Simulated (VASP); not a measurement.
**TiCo3: single point with PBEsol**

Crystal: TiCo3.

```xyz
4
Lattice="3.6140 0.0000 0.0000 0.0000 3.6140 0.0000 0.0000 0.0000 3.6140" Properties=species:S:1:pos:R:3 pbc="T T T"
Ti    0.0000    0.0000    0.0000
Co    0.0000    1.8070    1.8070
Co    1.8070    0.0000    1.8070
Co    1.8070    1.8070    0.0000
```

* Program: VASP 6.6.1
* Task: single point
* Functional: PBEsol
* Potentials or basis: VASP PAW PBE potentials, release 64 (Ti_sv, Co)
* Cutoff: 520 eV
* k mesh: 6 × 6 × 6
* Occupations: gaussian, width 0.4 eV
* Spin: collinear spin, ferrimagnetic start
* Starting moments: [-0.42, 1.21, 1.21, 1.21] μB
* Dipole correction: no
* Further INCAR settings: ALGO = Fast; EDIFF = 1e-06; NBANDS = 32

```yaml
Pressure: -11.4 GPa
Net_moment: 2.20 μB per cell
Site_moments: Ti -0.34; Co +0.88 μB
Valence_electrons_inside_the_program's_atomic_spheres: Ti 10.37; Co 8.29
```

Levels at points of the mesh, in eV from the Fermi level:
Spin up:
```tsv
k point	band 18	band 19	band 20	band 21	band 22	band 23	band 24	band 25
(0.00, 0.00, 0.00)	0.05	0.05	0.05	2.16	2.16	3.08	3.08	3.08
(0.50, 0.00, 0.00)	-1.06	-1.06	-0.59	0.05	1.05	1.05	1.60	2.37
(0.50, 0.50, 0.00)	-1.39	-1.36	-0.90	-0.85	1.55	1.55	1.56	1.56
(0.50, 0.50, 0.50)	-0.17	-0.17	-0.17	0.66	0.66	0.66	1.75	1.75
```
Spin down:
```tsv
k point	band 17	band 18	band 19	band 20	band 21	band 22
(0.00, 0.00, 0.00)	0.84	1.02	1.02	1.02	2.49	2.49
(0.50, 0.00, 0.00)	-0.27	-0.27	-0.11	0.48	1.03	1.09
(0.50, 0.50, 0.00)	-0.47	-0.40	-0.40	-0.13	0.01	1.56
(0.50, 0.50, 0.50)	-0.10	0.58	0.58	0.58	0.84	0.84
```

It took 92 s on 1 thread of AMD EPYC 7R13 Processor (Zen 3), with other jobs on the host, peak memory 0.17 GiB.

Caveat: the PAW data sets were made with another functional, which shifts forces and pressure a little.
